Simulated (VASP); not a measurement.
# C (Fmmm) in VASP: notebook

The runs below take C through single point, relaxation of cell and atoms, with PBEsol+D3(BJ).

All numbers are computed with VASP 6.6.1; they aren't measurements. Logs are shortened: lines on timing, memory, paths and dates and some standing lists are left out, and cuts for length are marked.

### 1 The cell of the first run

It takes space group Fmmm (No. 69, orthorhombic). Conventional cell: a = 2.459 Å, b = 4.256 Å, c = 6.649 Å, α = 90.00°, β = 90.00°, γ = 90.00°. C (site symmetry m2m) has 3 C at 1.42 Å within 1.9 Å.

### 2 Single point, PBEsol+D3(BJ)

Contents of INCAR:

```
PREC = Accurate ; ENCUT = 520
EDIFF = 1E-6 ; ISMEAR = 0
SIGMA = 0.03 ; LREAL = False
LASPH = True ; NELM = 80
ALGO = Normal ; ISIF = 2
LWAVE = False ; LCHARG = False
GGA = PS ; IVDW = 12
NBANDS = 11
```

Contents of KPOINTS:

```
Automatic mesh
0
Gamma
  16 16 16
```

Contents of POSCAR:

```
C
1.0
    0.0000000000      2.1279941339      3.3243844763
    1.2294111613      0.0000000000      3.3243844763
    1.2294111613      2.1279941339      0.0000000000
C
2
Direct
    0.1667066167      0.8332933833      0.1667066167
    0.8332933833      0.1667066167      0.8332933833
```

Potentials or basis: VASP PAW PBE potentials, release 64 (C).

On the command line:

```
> cat potpaw_PBE.64/C/POTCAR > POTCAR
> mpirun -np 1 vasp_std > vasp.out
```

OUTCAR:

```text
PREC = Accurate
   ENCUT = 520
   EDIFF = 1E-6
   ISMEAR = 0
   LREAL = False
   LASPH = True
   NELM = 80
   ISIF = 2
   GGA = PS
   IVDW = 12
 IVDW          = 12

 ion  position               nearest neighbor table
   1  0.167  0.833  0.167-   2 1.42   2 1.42   2 1.42
   2  0.833  0.167  0.833-   1 1.42   1 1.42   1 1.42

  LATTYP: Found a face centered orthorhombic cell.
 ALAT       =     2.4588223226
 B/A-ratio  =     1.7309051690
 C/A-ratio  =     2.7040461165

  Lattice vectors:

 A1 = (   0.0000000000,   2.1279941339,   3.3243844763)
 A2 = (   1.2294111613,   0.0000000000,   3.3243844763)
 A3 = (   1.2294111613,   2.1279941339,   0.0000000000)

Analysis of symmetry for initial positions (statically):
=====================================================================
 Subroutine PRICEL returns:
 Original cell was already a primitive cell.

 Routine SETGRP: Setting up the symmetry group for a
 face centered orthorhombic supercell.

 Subroutine GETGRP returns: Found  8 space group operations
 (whereof  8 operations were pure point group operations)
 out of a pool of  8 trial point group operations.

The static configuration has the point symmetry D_2h.

Analysis of symmetry for dynamics (positions and initial velocities):
=====================================================================
 Subroutine PRICEL returns:
 Original cell was already a primitive cell.

 Routine SETGRP: Setting up the symmetry group for a
 face centered orthorhombic supercell.

 Subroutine GETGRP returns: Found  8 space group operations
 (whereof  8 operations were pure point group operations)
 out of a pool of  8 trial point group operations.

The dynamic configuration has the point symmetry D_2h.

 Subroutine INISYM returns: Found  8 space group operations
 (whereof  8 operations are pure point group operations),
 and found     1 'primitive' translations

----------------------------------------------------------------------------------------

                                     Primitive cell

  volume of cell :      17.3944

  direct lattice vectors                    reciprocal lattice vectors
     0.000000000  2.127994134  3.324384476    -0.406698764  0.234963054  0.150403783
     1.229411161  0.000000000  3.324384476     0.406698764 -0.234963054  0.150403783
     1.229411161  2.127994134  0.000000000     0.406698764  0.234963054 -0.150403783

  length of vectors
     3.947137087  3.544429989  2.457602661     0.493186394  0.493186394  0.493186394

  position of ions in fractional coordinates (direct lattice)
     0.166706617  0.833293383  0.166706617
     0.833293383  0.166706617  0.833293383

  ion indices of the primitive-cell ions
   primitive index   ion index
                 1           1
                 2           2

----------------------------------------------------------------------------------------

 KPOINTS: Automatic mesh

Automatic generation of k-mesh.
 Grid dimensions read from file:
 generate k-points for:   16   16   16

 Generating k-lattice:

  Cartesian coordinates                     Fractional coordinates (reciprocal lattice)
    -0.025418673  0.014685191  0.009400236     0.062500000  0.000000000  0.000000000
     0.025418673 -0.014685191  0.009400236    -0.000000000  0.062500000 -0.000000000
     0.025418673  0.014685191 -0.009400236     0.000000000  0.000000000  0.062500000

  Length of vectors
     0.030824150  0.030824150  0.030824150

  Shift w.r.t. Gamma in fractional coordinates (k-lattice)
     0.000000000  0.000000000  0.000000000

 Subroutine IBZKPT returns following result:
 ===========================================

 Found    621 irreducible k-points:

 Following reciprocal coordinates:
            Coordinates               Weight
  0.000000  0.000000  0.000000      1.000000
  0.062500  0.000000  0.000000      8.000000
  0.125000  0.000000  0.000000      8.000000
  0.187500  0.000000 -0.000000      8.000000
  0.250000  0.000000  0.000000      8.000000
  0.312500  0.000000 -0.000000      8.000000
[... 16 lines left out ...]
 -0.125000  0.062500  0.000000      8.000000
 -0.062500  0.062500  0.000000      4.000000
 [... further k-points ...]
   k-points           NKPTS =    621   k-points in BZ     NKDIM =    621   number of bands    NBANDS=     11
   number of dos      NEDOS =    301   number of ions     NIONS =      2
   total plane-waves  NPLWV =  15120
   dimension x,y,z NGX =    30 NGY =   28 NGZ =   18
   dimension x,y,z NGXF=    60 NGYF=   56 NGZF=   36
   ions per type =               2
   NGX,Y,Z   is equivalent  to a cutoff of  12.64, 13.13, 12.18 a.u.
   NGXF,Y,Z  is equivalent  to a cutoff of  25.27, 26.27, 24.35 a.u.
 SYSTEM =  unknown system
   PREC   = accura    normal or accurate (medium, high low for compatibility)
   ISTART =      0    job   : 0-new  1-cont  2-samecut
   ICHARG =      2    charge: 1-file 2-atom 10-const
   ISPIN  =      1    spin polarized calculation?
   LNONCOLLINEAR =      F non collinear calculations
   LSORBIT =      F    spin-orbit coupling
   LASPH  =      T    aspherical Exc in radial PAW
   ENCUT  =  520.0 eV  38.22 Ry    6.18 a.u.   7.34  6.59  4.57*2*pi/ulx,y,z
   NELM   =     80;   NELMIN=  2; NELMDL= -5     # of ELM steps
   EDIFF  = 0.1E-05   stopping-criterion for ELM
   LREAL  =      F    real-space projection
   EDIFFG = 0.1E-04   stopping-criterion for IOM
   NSW    =      0    number of steps for IOM
   IBRION =     -1    ionic relax: 0-MD 1-quasi-New 2-CG
   NFREE  =      0    steps in history (QN), initial steepest desc. (CG)
   ISIF   =      2    stress and relaxation
   ISYM   =      2    0-nonsym 1-usesym 2-fastsym
   POTIM  = 0.5000    time-step for ionic-motion
   TEBEG  =    0.0;   TEEND  =   0.0 temperature during run
   PSTRESS=    0.0 pullay stress
   NELECT =       8.0000    total number of electrons
   NUPDOWN=      -1.0000    fix difference up-down
   EMIN   =  10.00;   EMAX   =-10.00  energy-range for DOS
   EFERMI =   0.00;   METHOD = LEGACY
   ISMEAR =     0;   SIGMA  =   0.03  broadening in eV -4-tet -1-fermi 0-gaus
   EFERMI_NEDOS =   21; number of points for ismear=-14 and -15
   IALGO  =     38    algorithm
   IMIX   =      4    mixing-type and parameters
     AMIX     =   0.40;   BMIX     =  1.00
     AMIX_MAG =   1.60;   BMIX_MAG =  1.00
  volume/ion in A,a.u.               =       8.70        58.69
  Fermi-wavevector in a.u.,A,eV,Ry     =   1.263674  2.387999 21.726779  1.596873
  Thomas-Fermi vector in A             =   2.397019
   LORBIT       =      0    0 simple, 1 ext, 2 COOP (PROOUT), +10 PAW based schemes
   GGA     = PS    functional components
   LHFCALC =     F    Hartree Fock is set to
   AEXX    =    0.0000 exact exchange contribution
   IVDW    =    12    specifies the selected vdW correction
   LEPSILON=     F    determine dielectric tensor
   LRPA    =     F    only Hartree local field effects (RPA)
 non-spin polarized calculation
 Gauss-broadening in eV      SIGMA  =   0.03
  energy-cutoff  :      520.00
  volume of cell :       17.39
 maximum number of plane-waves:       483
 NGX is ok and might be reduce to    30
   NGX = 15   NGY = 13   NGZ =  9

 number of electron       8.0000000 magnetization

 Free energy of the ion-electron system (eV)
  ---------------------------------------------------
  ext. energy  EPLUGINS =         0.00000000
  ---------------------------------------------------
  free energy    TOTEN  =       -19.27996590 eV

  energy without entropy =      -19.27996586  energy(sigma->0) =      -19.27996588

 E-fermi :   4.6169     XC(G=0): -10.6273

 val. band max:        4.5346396435   @ k =   0.4375  -0.1875   0.3125
 cond. band min:       4.6917476558   @ k =   0.0000   0.3125   0.3125
 fundamental gap:      0.1571080122
 Fermi energy:         4.6169245690

 k-point     1 :       0.0000    0.0000    0.0000
  band No.  band energies     occupation
      1     -14.9610      2.00000
      2      -1.8316      2.00000
      3       1.7693      2.00000
      4       1.7835      2.00000
      5       8.8235      0.00000
      6      13.0977      0.00000
      7      13.1737      0.00000
      8      16.2498      0.00000
      9      17.6669      0.00000
     10      27.1847      0.00000
     11      30.4600      0.00000

 k-point     2 :       0.0625    0.0000    0.0000
  band No.  band energies     occupation
      1     -14.8642      2.00000
      2      -1.7503      2.00000
      3       1.4077      2.00000
      4       1.5732      2.00000
      5       8.9869      0.00000
      6      13.1959      0.00000
      7      13.5234      0.00000
      8      15.9001      0.00000
      9      17.8370      0.00000
     10      27.5004      0.00000
     11      29.3720      0.00000

 k-point     3 :       0.1250    0.0000    0.0000
  band No.  band energies     occupation
      1     -14.5747      2.00000
      2      -1.5053      2.00000
      3       0.4045      2.00000
      4       1.0577      2.00000
      5       9.4731      0.00000
      6      13.2298      0.00000
      7      14.6360      0.00000
      8      14.9259      0.00000
      9      18.3868      0.00000
     10      27.2081      0.00000
     11      28.3909      0.00000

 k-point     4 :       0.1875    0.0000   -0.0000
  band No.  band energies     occupation
      1     -14.0950      2.00000
      2      -1.0940      2.00000
      3      -1.0005      2.00000
      4       0.3963      2.00000
      5      10.2656      0.00000
      6      13.1251      0.00000
      7      13.4962      0.00000
      8      16.2815      0.00000
      9      19.3059      0.00000
     10      25.2498      0.00000
     11      29.1906      0.00000

 k-point     5 :       0.2500    0.0000    0.0000
  band No.  band energies     occupation
      1     -13.4295      2.00000
      2      -2.6054      2.00000
      3      -0.5155      2.00000
      4      -0.2683      2.00000
      5      11.2594      0.00000
      6      11.8821      0.00000
      7      12.9259      0.00000
      8      18.2628      0.00000
      9      20.4142      0.00000
     10      23.6804      0.00000
     11      28.3247      0.00000
[... 211 lines left out ...]
 k-point    21 :      -0.2500    0.0625    0.0000
  band No.  band energies     occupation
      1     -12.6229      2.00000
      2      -4.2531      2.00000
      3      -0.8469      2.00000
      4       0.5113      2.00000
      5       9.8890      0.00000
      6      11.9953      0.00000
      7      12.7328      0.00000
      8      20.4084      0.00000
      9      21.4650      0.00000
     10      22.4817      0.00000
     11      27.5125      0.00000

 k-point    22 :      -0.1875    0.0625    0.0000
  band No.  band energies     occupation
      1     -13.4605      2.00000
      2      -2.5929      2.00000
      3      -0.2715      2.00000
      4      -0.2605      2.00000
      5      10.7990      0.00000
      6      11.7373      0.00000
      7      12.9163      0.00000
      8      18.2630      0.00000
      9      20.5224      0.00000
     10      23.4807      0.00000
     11      28.3959      0.00000

 k-point    23 :      -0.1250    0.0625    0.0000
  band No.  band energies     occupation
      1     -14.1170      2.00000
      2      -0.9943      2.00000
      3      -0.9082      2.00000
      4       0.3963      2.00000
      5       9.8885      0.00000
      6      13.1270      0.00000
      7      13.4532      0.00000
      8      16.2813      0.00000
      9      19.3399      0.00000
     10      25.1505      0.00000
     11      29.3924      0.00000

 k-point    24 :      -0.0625    0.0625    0.0000
  band No.  band energies     occupation
      1     -14.5862      2.00000
      2      -1.4065      2.00000
      3       0.4066      2.00000
      4       1.0578      2.00000
      5       9.2749      0.00000
      6      13.2315      0.00000
      7      14.6391      0.00000
      8      14.9101      0.00000
      9      18.3968      0.00000
     10      27.1992      0.00000
     11      28.3776      0.00000

 [... further k-points ...]

------------------------ aborting loop because EDIFF is reached ----------------------------------------

 Edisp (eV)   -0.22248

 E8    (eV) :    -0.1082

  FORCE on cell =-STRESS in cart. coord.  units (eV):
  Direction    XX          YY          ZZ          XY          YZ          ZX
  --------------------------------------------------------------------------------------
  -------------------------------------------------------------------------------------
  Total       0.13848     0.10008     0.00288     0.00000     0.00000     0.00000
  in kB      12.75488     9.21822     0.26558     0.00000     0.00000     0.00000
  external pressure =        7.41 kB  Pullay stress =        0.00 kB

 VOLUME and BASIS-vectors are now :
 -----------------------------------------------------------------------------
  energy-cutoff  :      520.00
  volume of cell :       17.39
      direct lattice vectors                 reciprocal lattice vectors
     0.000000000  2.127994134  3.324384476    -0.406698764  0.234963054  0.150403783
     1.229411161  0.000000000  3.324384476     0.406698764 -0.234963054  0.150403783
     1.229411161  2.127994134  0.000000000     0.406698764  0.234963054 -0.150403783

 POSITION                                       TOTAL-FORCE (eV/Angst)
 -----------------------------------------------------------------------------------
      1.22941      0.70950      3.32438         0.000000     -0.027063      0.000000
      1.22941      3.54649      3.32438         0.000000      0.027063      0.000000
 -----------------------------------------------------------------------------------
    total drift:                               -0.000000      0.000000     -0.000000

  FREE ENERGIE OF THE ION-ELECTRON SYSTEM (eV)
  ---------------------------------------------------
  free  energy   TOTEN  =       -19.5024485372 eV

  energy  without entropy=      -19.5024485028  energy(sigma->0) =      -19.50244852
```

It took 2.9 min on 1 thread of Oxide Virtual Turin-like, shared host; peak memory 0.18 GiB.

What came out:

* Free energy: -19.5024 eV
* Pressure: 0.7 GPa
* Largest force: 0.027 eV/Å
* Dispersion energy per atom: -0.111 eV

Forces in eV/Å, atoms in the order of the input:
```
C    0.000 -0.027  0.000
C    0.000  0.027  0.000
```

Caveat: the PAW data sets were made with another functional, which shifts forces and pressure a little.

### 3 Single point, PBEsol+D3(BJ)

Contents of INCAR:

```
PREC = Accurate
ENCUT = 520
EDIFF = 1E-6
ISMEAR = 0
SIGMA = 0.02
LREAL = False
LASPH = True
NELM = 80
ALGO = Normal
ISIF = 2
LWAVE = False
LCHARG = False
GGA = PS
IVDW = 12
NBANDS = 11
```

Contents of KPOINTS:

```
Automatic mesh
0
Gamma
  18 18 18
```

POSCAR is that of step 2.

Potentials or basis: VASP PAW PBE potentials, release 64 (C).

On the command line:

```
> cat potpaw_PBE.64/C/POTCAR > POTCAR
> mpirun -np 1 vasp_std > vasp.out
```

Run time: 4.3 min. Hardware: 1 thread of Oxide Virtual Turin-like, shared host; peak memory 0.22 GiB.

Results (log left out):

- Free energy: -19.5023 eV
- Pressure: 0.7 GPa
- Largest force: 0.003 eV/Å
- Dispersion energy per atom: -0.111 eV

Forces in eV/Å, atoms in the order of the input:
```
C    0.000 -0.003  0.000
C    0.000  0.003  0.000
```

Stress tensor (GPa, compression positive):
```
 1.14  0.00  0.00
 0.00  1.15  0.00
 0.00  0.00 -0.10
```

Caveat: the PAW data sets were made with another functional, which shifts forces and pressure a little.

### 4 Single point, PBEsol+D3(BJ)

Contents of INCAR:

```
SYSTEM = C
ALGO     = Normal         ! electronic algorithm
EDIFF    = 1E-6           ! SCF threshold, eV
ENCUT    = 520            ! plane-wave cutoff, eV
GGA      = PS             ! functional
ISIF     = 2              ! what is computed and relaxed
ISMEAR   = 0              ! smearing method
IVDW     = 12             ! dispersion correction
LASPH    = .TRUE.         ! aspherical terms in the spheres
LCHARG   = .FALSE.        ! write CHGCAR
LREAL    = .FALSE.        ! projectors in reciprocal space
LWAVE    = .FALSE.        ! write WAVECAR
NBANDS   = 11             ! bands
NELM     = 80             ! most SCF steps
PREC     = Accurate       ! precision mode
SIGMA    = 0.03           ! smearing width, eV
```

Contents of KPOINTS:

```
k-points
0
G
  18 18 18
  0 0 0
```

POSCAR is that of step 3.

On the command line:

```
> cat potpaw_PBE.64/C/POTCAR > POTCAR
> mpirun -np 1 vasp_std > vasp.out
```

It took 2.8 min on 1 thread of Oxide Virtual Turin-like, shared host; peak memory 0.21 GiB.

It converged, with:

```
Free energy                : -19.5023 eV
Pressure                   : 0.7 GPa
Largest force              : 0.003 eV/Å
Dispersion energy per atom : -0.111 eV
```

Forces on the atoms (eV/Å):
```
C    0.000 -0.003  0.000
C    0.000  0.003  0.000
```

Stress tensor (GPa, compression positive):
```
 1.14  0.00  0.00
 0.00  1.15  0.00
 0.00  0.00 -0.10
```

Caveat: the PAW data sets were made with another functional, which shifts forces and pressure a little.

### 5 Relaxation of cell and atoms, PBEsol+D3(BJ)

This run uses another cell than the first one, of 8.72 Å³/atom.

Contents of INCAR:

```
  ALGO = Normal
  EDIFF = 1E-6
  EDIFFG = -0.005
  ENCUT = 600
  GGA = PS
  IBRION = 2
  ISIF = 3
  ISMEAR = 0
  IVDW = 12
  LASPH = T
  LCHARG = F
  LREAL = F
  LWAVE = F
  NELM = 80
  NSW = 100
  PREC = Accurate
  SIGMA = 0.02
```

Contents of KPOINTS:

```
k-points
0
Gamma
  18 18 18
```

Contents of POSCAR:

```
C
1.0
    0.0000000000      2.1285608238      3.3328248118
    1.2290768586      0.0000000000      3.3328248118
    1.2290768586      2.1285608238      0.0000000000
C
2
Direct
    0.1667385830      0.8332614170      0.1667385830
    0.8332614170      0.1667385830      0.8332614170
```

On the command line:

```
> cat potpaw_PBE.64/C/POTCAR > POTCAR
> mpirun -np 1 vasp_std > vasp.out
```

Wall time 18 min (1 thread of Oxide Virtual Turin-like, shared host); peak memory 0.22 GiB.

It converged, with:

| Item | Value |
| --- | --- |
| Free energy | -19.5069 eV |
| Relaxed volume | 8.64 Å³/atom |
| Relaxed cell | a = 3.927 Å, b = 3.522 Å, c = 2.459 Å, α = 79.94°, β = 62.01°, γ = 38.06° |
| Space group after relaxing (to 0.1 Å) | Fmmm (No. 69) |
| Energy gained by relaxing | 0.1 meV/atom |
| Ionic steps | 15 |
| Pressure after relaxing | 0.0 GPa |
| Dispersion energy per atom | -0.112 eV |

Stress tensor (GPa, compression positive):
```
-0.05  0.00  0.00
 0.00  0.04  0.00
 0.00  0.00 -0.09
```

The path:
```csv
step,energy change (eV),largest force (eV/Å),pressure (GPa),volume (Å³)
1,0.0000,0.0256,0.30,17.44
2,0.0003,0.1324,-1.15,17.48
3,-0.0001,0.0190,-0.13,17.45
4,-0.0001,0.0395,-0.34,17.44
5,-0.0001,0.0188,-0.30,17.45
6,-0.0001,0.0168,-0.22,17.43
7,-0.0002,0.0106,-0.05,17.39
8,-0.0002,0.0018,0.28,17.31
9,-0.0002,0.0027,0.07,17.34
10,-0.0002,0.0003,0.17,17.33
11,-0.0002,0.0027,0.12,17.32
12,-0.0003,0.0089,0.01,17.28
13,-0.0003,0.0079,-0.03,17.29
14,-0.0003,0.0082,-0.07,17.28
15,-0.0003,0.0004,-0.03,17.28
```

Final structure:
```
C
1.0
     0.00000    2.12885    3.30004
     1.23006    0.00000    3.30004
     1.23006    2.12885    0.00000
C
2
Direct
  0.16670 0.83330 0.16670
  0.83330 0.16670 0.83330
```

Caveat: the PAW data sets were made with another functional, which shifts forces and pressure a little.

### 6 Summary

```csv
task,cell,k mesh,cutoff (eV),smearing,pressure (GPa)
single point,"a = 3.947, b = 3.544, c = 2.458 Å, angles 80.0, 62.2, 37.8°, 2 atoms",16 × 16 × 16,520,gaussian 0.03 eV,0.7
single point,"a = 3.947, b = 3.544, c = 2.458 Å, angles 80.0, 62.2, 37.8°, 2 atoms",18 × 18 × 18,520,gaussian 0.02 eV,0.7
single point,"a = 3.947, b = 3.544, c = 2.458 Å, angles 80.0, 62.2, 37.8°, 2 atoms",18 × 18 × 18,520,gaussian 0.03 eV,0.7
relaxation of cell and atoms,"relaxed from a = 3.955, b = 3.552, c = 2.458 Å, angles 80.0, 62.2, 37.7°, 2 atoms",18 × 18 × 18,600,gaussian 0.02 eV,0.0
```

Alike in all rows: level PBEsol+D3(BJ); potentials or basis VASP PAW PBE potentials, release 64 (C); no spin polarisation.

Caveats: the PAW data sets were made with another functional, which shifts forces and pressure a little.

Total energies depend on the potentials used, so only differences within one code and one set of settings carry meaning.
